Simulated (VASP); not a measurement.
# TiSi16 (a cell with a defect) in VASP: further runs

TiSi16 (a cell with a defect) is run at these levels: PBE; tasks: single point.

Program: VASP 6.6.1. These are calculated values, not measurements. Logs are shortened: lines on timing, memory, paths and dates and some standing lists are left out, and cuts for length are marked.

## (1) The cell of the first run

The cell holds a defect, 17 atoms: a = 7.679 Å, b = 7.679 Å, c = 7.679 Å, α = 60.00°, β = 60.00°, γ = 60.00°.

## (2) Single point, PBE

The input, INCAR:

```
ALGO = Normal ; EDIFF = 1E-6
ENCUT = 520 ; GGA = PE
ISIF = 2 ; ISMEAR = -1
LASPH = T ; LCHARG = F
LREAL = Auto ; LWAVE = F
NBANDS = 52 ; NELM = 100
PREC = Accurate ; SIGMA = 0.05
```

The input, KPOINTS:

```
k-points
0
Gamma
  2 2 2
```

The input, POSCAR:

```
TiSi16
1.0
    0.0000000000      5.4300000000      5.4300000000
    5.4300000000      0.0000000000      5.4300000000
    5.4300000000      5.4300000000      0.0000000000
Si Ti
16 1
Direct
   -0.0271454880     -0.0095027624      0.0414548803
    0.1258287293      0.1223296501      0.1131215470
    0.0102302026      0.0317955801      0.4584069982
    0.0811049724      0.1765377532      0.6252117864
   -0.0406906077      0.4885727440      0.0400644567
    0.1540976059      0.6068232044      0.1350000000
   -0.0001933702      0.5471362799      0.4845027624
    0.0398066298      0.6879097606      0.6740239411
    0.5267771639      0.0248434622     -0.0506998158
    0.6129926335      0.1465285451      0.1424401473
    0.4231675875     -0.0031123389      0.5213443831
    0.6238121547      0.0950460405      0.5913812155
    0.5259852670      0.5050644567      0.0144198895
    0.5670902394      0.6427440147      0.1623572744
    0.4296132597      0.5184714549      0.5321546961
    0.6144198895      0.5771454880      0.6520994475
    0.7352117864      0.7205340700      0.2892817680
```

Potentials or basis: VASP PAW PBE potentials, release 64 (Si, Ti_sv).

Started as:

```
$ cat potpaw_PBE.64/Si/POTCAR potpaw_PBE.64/Ti_sv/POTCAR > POTCAR
$ mpirun -np 1 vasp_std > vasp.out
```

OUTCAR:

```text
EDIFF = 1E-6
   ENCUT = 520
   GGA = PE
   ISIF = 2
   ISMEAR = -1
   LASPH = T
   LREAL = Auto
   NELM = 100
   PREC = Accurate

 ion  position               nearest neighbor table
   1  0.973  0.990  0.041-   2 2.26  10 2.27   6 2.43   4 2.63  17 2.76
   2  0.126  0.122  0.113-   3 2.17   1 2.26   5 2.32   9 2.53
   3  0.010  0.032  0.458-   2 2.17   8 2.27   4 2.43  12 2.47
   4  0.081  0.177  0.625-  11 2.20   7 2.34   3 2.43   1 2.63
   5  0.959  0.489  0.040-   2 2.32   8 2.35  14 2.46   6 2.59  17 2.62
   6  0.154  0.607  0.135-   7 2.22  13 2.34   1 2.43   5 2.59  17 2.63
   7  1.000  0.547  0.485-   6 2.22   4 2.34   8 2.39  16 2.50  17 2.55
   8  0.040  0.688  0.674-   3 2.27   5 2.35   7 2.39  15 2.47
   9  0.527  0.025  0.949-  12 2.30  14 2.49   2 2.53  10 2.55  17 3.03
  10  0.613  0.147  0.142-  13 2.26   1 2.27  11 2.45   9 2.55  17 2.67
  11  0.423  0.997  0.521-   4 2.20  12 2.37  10 2.45  16 2.66  17 2.80
  12  0.624  0.095  0.591-   9 2.30  11 2.37   3 2.47  15 2.71
  13  0.526  0.505  0.014-  14 2.10  10 2.26  16 2.34   6 2.34
  14  0.567  0.643  0.162-  13 2.10  15 2.32  17 2.36   5 2.46   9 2.49
  15  0.430  0.518  0.532-  14 2.32  16 2.33   8 2.47  12 2.71  17 2.79
  16  0.614  0.577  0.652-  17 2.28  15 2.33  13 2.34   7 2.50  11 2.66
  17  0.735  0.721  0.289-  16 2.28  14 2.36   7 2.55   5 2.62   6 2.63  10 2.67   1 2.76  15 2.79
                            11 2.80   9 3.03

  LATTYP: Found a face centered cubic cell.
 ALAT       =    10.8600000000

  Lattice vectors:

 A1 = (   0.0000000000,   5.4300000000,   5.4300000000)
 A2 = (   5.4300000000,   0.0000000000,   5.4300000000)
 A3 = (   5.4300000000,   5.4300000000,   0.0000000000)

Analysis of symmetry for initial positions (statically):
=====================================================================
 Subroutine PRICEL returns:
 Original cell was already a primitive cell.

 Routine SETGRP: Setting up the symmetry group for a
 face centered cubic supercell.

 Subroutine GETGRP returns: Found  1 space group operations
 (whereof  1 operations were pure point group operations)
 out of a pool of 48 trial point group operations.

The static configuration has the point symmetry C_1 .

Analysis of symmetry for dynamics (positions and initial velocities):
=====================================================================
 Subroutine PRICEL returns:
 Original cell was already a primitive cell.

 Routine SETGRP: Setting up the symmetry group for a
 face centered cubic supercell.

 Subroutine GETGRP returns: Found  1 space group operations
 (whereof  1 operations were pure point group operations)
 out of a pool of 48 trial point group operations.

The dynamic configuration has the point symmetry C_1 .

 Subroutine INISYM returns: Found  1 space group operations
 (whereof  1 operations are pure point group operations),
 and found     1 'primitive' translations

----------------------------------------------------------------------------------------

                                     Primitive cell

  volume of cell :     320.2060

  direct lattice vectors                    reciprocal lattice vectors
     0.000000000  5.430000000  5.430000000    -0.092081031  0.092081031  0.092081031
     5.430000000  0.000000000  5.430000000     0.092081031 -0.092081031  0.092081031
     5.430000000  5.430000000  0.000000000     0.092081031  0.092081031 -0.092081031

  length of vectors
     7.679179644  7.679179644  7.679179644     0.159489025  0.159489025  0.159489025

  position of ions in fractional coordinates (direct lattice)
     0.972854512  0.990497238  0.041454880
     0.125828729  0.122329650  0.113121547
     0.010230203  0.031795580  0.458406998
     0.081104972  0.176537753  0.625211786
     0.959309392  0.488572744  0.040064457
     0.154097606  0.606823204  0.135000000
[... 9 lines left out ...]
     0.614419889  0.577145488  0.652099447
     0.735211786  0.720534070  0.289281768

  ion indices of the primitive-cell ions
   primitive index   ion index
                 1           1
                 2           2
                 3           3
                 4           4
                 5           5
                 6           6
[... 9 lines left out ...]
                16          16
                17          17

----------------------------------------------------------------------------------------

 KPOINTS: k-points

Automatic generation of k-mesh.
 Grid dimensions read from file:
 generate k-points for:    2    2    2

 Generating k-lattice:

  Cartesian coordinates                     Fractional coordinates (reciprocal lattice)
    -0.046040516  0.046040516  0.046040516     0.500000000  0.000000000  0.000000000
     0.046040516 -0.046040516  0.046040516     0.000000000  0.500000000  0.000000000
     0.046040516  0.046040516 -0.046040516     0.000000000  0.000000000  0.500000000

  Length of vectors
     0.079744512  0.079744512  0.079744512

  Shift w.r.t. Gamma in fractional coordinates (k-lattice)
     0.000000000  0.000000000  0.000000000

 Subroutine IBZKPT returns following result:
 ===========================================

 Found      8 irreducible k-points:

 Following reciprocal coordinates:
            Coordinates               Weight
  0.000000  0.000000  0.000000      1.000000
  0.500000  0.000000  0.000000      1.000000
  0.000000  0.500000  0.000000      1.000000
  0.000000  0.000000  0.500000      1.000000
  0.500000  0.500000  0.500000      1.000000
  0.500000  0.500000  0.000000      1.000000
  0.000000  0.500000  0.500000      1.000000
  0.500000  0.000000  0.500000      1.000000
   k-points           NKPTS =      8   k-points in BZ     NKDIM =      8   number of bands    NBANDS=     52
   number of dos      NEDOS =    301   number of ions     NIONS =     17
   total plane-waves  NPLWV = 216000
   dimension x,y,z NGX =    60 NGY =   60 NGZ =   60
   dimension x,y,z NGXF=   120 NGYF=  120 NGZF=  120
   ions per type =              16   1
   NGX,Y,Z   is equivalent  to a cutoff of  12.99, 12.99, 12.99 a.u.
   NGXF,Y,Z  is equivalent  to a cutoff of  25.98, 25.98, 25.98 a.u.
 SYSTEM =  unknown system
   PREC   = accura    normal or accurate (medium, high low for compatibility)
   ISTART =      0    job   : 0-new  1-cont  2-samecut
   ICHARG =      2    charge: 1-file 2-atom 10-const
   ISPIN  =      1    spin polarized calculation?
   LNONCOLLINEAR =      F non collinear calculations
   LSORBIT =      F    spin-orbit coupling
   LASPH  =      T    aspherical Exc in radial PAW
   ENCUT  =  520.0 eV  38.22 Ry    6.18 a.u.  14.28 14.28 14.28*2*pi/ulx,y,z
   NELM   =    100;   NELMIN=  2; NELMDL= -5     # of ELM steps
   EDIFF  = 0.1E-05   stopping-criterion for ELM
   LREAL  =      T    real-space projection
   EDIFFG = 0.1E-04   stopping-criterion for IOM
   NSW    =      0    number of steps for IOM
   IBRION =     -1    ionic relax: 0-MD 1-quasi-New 2-CG
   NFREE  =      0    steps in history (QN), initial steepest desc. (CG)
   ISIF   =      2    stress and relaxation
   ISYM   =      2    0-nonsym 1-usesym 2-fastsym
   POTIM  = 0.5000    time-step for ionic-motion
   TEBEG  =    0.0;   TEEND  =   0.0 temperature during run
   PSTRESS=    0.0 pullay stress
   NELECT =      76.0000    total number of electrons
   NUPDOWN=      -1.0000    fix difference up-down
   EMIN   =  10.00;   EMAX   =-10.00  energy-range for DOS
   EFERMI =   0.00;   METHOD = LEGACY
   ISMEAR =    -1;   SIGMA  =   0.05  broadening in eV -4-tet -1-fermi 0-gaus
   EFERMI_NEDOS =   21; number of points for ismear=-14 and -15
   IALGO  =     38    algorithm
   IMIX   =      4    mixing-type and parameters
     AMIX     =   0.40;   BMIX     =  1.00
     AMIX_MAG =   1.60;   BMIX_MAG =  1.00
  volume/ion in A,a.u.               =      18.84       127.11
  Fermi-wavevector in a.u.,A,eV,Ry     =   1.013607  1.915439 13.978610  1.027399
  Thomas-Fermi vector in A             =   2.146786
   LORBIT       =      0    0 simple, 1 ext, 2 COOP (PROOUT), +10 PAW based schemes
   GGA     = PE    functional components
[... 5 lines left out ...]
 non-spin polarized calculation
  energy-cutoff  :      520.00
  volume of cell :      320.21
 maximum number of plane-waves:      8646
 NGX is ok and might be reduce to    60
   NGX = 29   NGY = 29   NGZ = 29

 number of electron      76.0000001 magnetization

 Free energy of the ion-electron system (eV)
  ---------------------------------------------------
  ext. energy  EPLUGINS =         0.00000000
  ---------------------------------------------------
  free energy    TOTEN  =       -88.94258054 eV

  energy without entropy =      -88.87455864  energy(sigma->0) =      -88.90856959

 E-fermi :   6.8222     XC(G=0):  -9.8063

 val. band max:        6.8137302903   @ k =   0.5000   0.0000   0.0000
 cond. band min:       6.8402191849   @ k =   0.0000   0.5000   0.0000
 fundamental gap:      0.0264888946
 Fermi energy:         6.8222439455

 k-point     1 :       0.0000    0.0000    0.0000
  band No.  band energies     occupation
      1     -49.8650      2.00000
      2     -26.2945      2.00000
      3     -26.2250      2.00000
      4     -26.1777      2.00000
      5      -5.7524      2.00000
      6      -3.7204      2.00000
[... 42 lines left out ...]
     49       8.4337      0.00000
     50       8.5486      0.00000

 k-point     2 :       0.5000    0.0000    0.0000
  band No.  band energies     occupation
      1     -49.8650      2.00000
      2     -26.2945      2.00000
      3     -26.2250      2.00000
      4     -26.1778      2.00000
      5      -5.0403      2.00000
      6      -4.8817      2.00000
[... 42 lines left out ...]
     49       9.4636      0.00000
     50       9.6899      0.00000

 k-point     3 :       0.0000    0.5000    0.0000
  band No.  band energies     occupation
      1     -49.8650      2.00000
      2     -26.2945      2.00000
      3     -26.2250      2.00000
      4     -26.1778      2.00000
      5      -5.0917      2.00000
      6      -4.8351      2.00000
[... 42 lines left out ...]
     49       9.4713      0.00000
     50       9.6047      0.00000

 k-point     4 :       0.0000    0.0000    0.5000
  band No.  band energies     occupation
      1     -49.8650      2.00000
      2     -26.2945      2.00000
      3     -26.2250      2.00000
      4     -26.1778      2.00000
      5      -5.1686      2.00000
      6      -4.6804      2.00000
[... 42 lines left out ...]
     49       9.4051      0.00000
     50       9.7029      0.00000

 k-point     5 :       0.5000    0.5000    0.5000
  band No.  band energies     occupation
      1     -49.8650      2.00000
      2     -26.2945      2.00000
      3     -26.2250      2.00000
      4     -26.1778      2.00000
      5      -5.1108      2.00000
      6      -4.7589      2.00000
[... 42 lines left out ...]
     49       9.5001      0.00000
     50       9.6685      0.00000

 k-point     6 :       0.5000    0.5000    0.0000
  band No.  band energies     occupation
      1     -49.8650      2.00000
      2     -26.2945      2.00000
      3     -26.2250      2.00000
      4     -26.1777      2.00000
      5      -4.8753      2.00000
      6      -4.5316      2.00000
[... 42 lines left out ...]
     49       9.6162      0.00000
     50      10.3303      0.00000

 k-point     7 :       0.0000    0.5000    0.5000
  band No.  band energies     occupation
      1     -49.8650      2.00000
      2     -26.2945      2.00000
      3     -26.2250      2.00000
      4     -26.1777      2.00000
      5      -4.8238      2.00000
      6      -4.6133      2.00000
[... 42 lines left out ...]
     49       9.7298      0.00000
     50      10.2549      0.00000

 k-point     8 :       0.5000    0.0000    0.5000
  band No.  band energies     occupation
      1     -49.8650      2.00000
      2     -26.2945      2.00000
      3     -26.2250      2.00000
      4     -26.1778      2.00000
      5      -4.8638      2.00000
      6      -4.5532      2.00000
[... 42 lines left out ...]
     49       9.6124      0.00000
     50      10.0252      0.00000
 [bands above 50 left out]

------------------------ aborting loop because EDIFF is reached ----------------------------------------

  FORCE on cell =-STRESS in cart. coord.  units (eV):
  Direction    XX          YY          ZZ          XY          YZ          ZX
  --------------------------------------------------------------------------------------
  -------------------------------------------------------------------------------------
  Total        8.7077060      8.5673878      4.5955432      5.3006392     -0.2930026     -0.9592833
  in kB       43.5697289     42.8676347     22.9941814     26.5221874     -1.4660628     -4.7998537
  external PRESSURE =      36.4771816 kB  Pullay stress =       0.0000000 kB

 VOLUME and BASIS-vectors are now :
 -----------------------------------------------------------------------------
  energy-cutoff  :      520.00
  volume of cell :      320.21
      direct lattice vectors                 reciprocal lattice vectors
     0.000000000  5.430000000  5.430000000    -0.092081031  0.092081031  0.092081031
     5.430000000  0.000000000  5.430000000     0.092081031 -0.092081031  0.092081031
     5.430000000  5.430000000  0.000000000     0.092081031  0.092081031 -0.092081031

 POSITION                                       TOTAL-FORCE (eV/Angst)
 -----------------------------------------------------------------------------------
      5.60350      5.50770     10.66100        -1.780713     -0.461552      0.867182
      1.27850      1.29750      1.34750        -1.340203      0.102128      1.882379
      2.66180      2.54470      0.22820         2.587142      0.576887     -1.016566
      4.35350      3.83530      1.39900         0.870770     -0.461411     -1.817039
      2.87050      5.42660      7.86200         0.411432      0.199748      0.663662
      4.02810      1.56980      4.13180        -0.454283     -1.238953     -0.034586
[... 9 lines left out ...]
      6.67480      6.87720      6.47020         1.301902      0.801413     -0.249459
      5.48330      5.56300      7.90470         0.360582     -1.569587      2.105365
 -----------------------------------------------------------------------------------
    total drift:                                0.000668     -0.000136      0.009899

  FREE ENERGIE OF THE ION-ELECTRON SYSTEM (eV)
  ---------------------------------------------------
  free  energy   TOTEN  =       -88.9425805446 eV

  energy  without entropy=      -88.8745586423  energy(sigma->0) =      -88.90856959
```

Wall time 7.9 min (1 thread of AMD EPYC 7R43 (Zen 3), shared host); peak memory 0.45 GiB.

What came out:

* Free energy: -88.9426 eV
* Pressure: 3.6 GPa
* Largest force: 3.125 eV/Å
* Band gap on the k mesh: zero (band 38 reaches 6.84 eV, above the bottom of band 39 at 6.53 eV)

Forces in eV/Å, atoms in the order of the input:
```
Si  -1.781 -0.462  0.867
Si  -1.340  0.102  1.882
Si   2.587  0.577 -1.017
Si   0.871 -0.461 -1.817
Si   0.411  0.200  0.664
Si  -0.454 -1.239 -0.035
Si   1.016  1.267 -0.808
Si  -1.647  0.636 -0.151
Si   1.353  0.602 -1.061
Si  -0.589 -0.516 -1.930
Si  -1.713  1.770  1.291
Si   0.762 -0.523  1.153
Si  -1.998 -2.134 -1.107
Si   1.529  0.361  1.499
Si  -0.670  0.589 -1.288
Si   1.302  0.801 -0.249
Ti   0.361 -1.570  2.105
```

Levels at points of the mesh, in eV from the Fermi level:
| k point | band 35 | band 36 | band 37 | band 38 | band 39 | band 40 | band 41 | band 42 |
| --- | --- | --- | --- | --- | --- | --- | --- | --- |
| (0.00, 0.00, 0.00) | -0.92 | -0.76 | -0.60 | -0.46 | -0.29 | 0.06 | 0.20 | 0.51 |
| (0.50, 0.00, 0.00) | -1.24 | -0.90 | -0.22 | -0.01 | 0.15 | 0.43 | 0.59 | 0.81 |
| (0.00, 0.50, 0.00) | -1.17 | -0.87 | -0.66 | 0.02 | 0.10 | 0.23 | 0.64 | 0.84 |
| (0.00, 0.00, 0.50) | -1.03 | -0.78 | -0.32 | -0.06 | 0.05 | 0.34 | 0.53 | 0.68 |
| (0.50, 0.50, 0.50) | -1.28 | -0.68 | -0.19 | -0.08 | 0.14 | 0.29 | 0.33 | 0.57 |
| (0.50, 0.50, 0.00) | -1.54 | -1.23 | -0.51 | -0.20 | 0.45 | 0.67 | 1.11 | 1.21 |
| (0.00, 0.50, 0.50) | -1.58 | -1.48 | -0.72 | -0.08 | 0.62 | 0.88 | 0.97 | 1.26 |
| (0.50, 0.00, 0.50) | -1.59 | -1.35 | -0.44 | -0.12 | 0.50 | 0.82 | 1.26 | 1.31 |

Caveat: the k points lie up to 0.50 Å⁻¹ apart.

(Continued in part 2 of 2.)
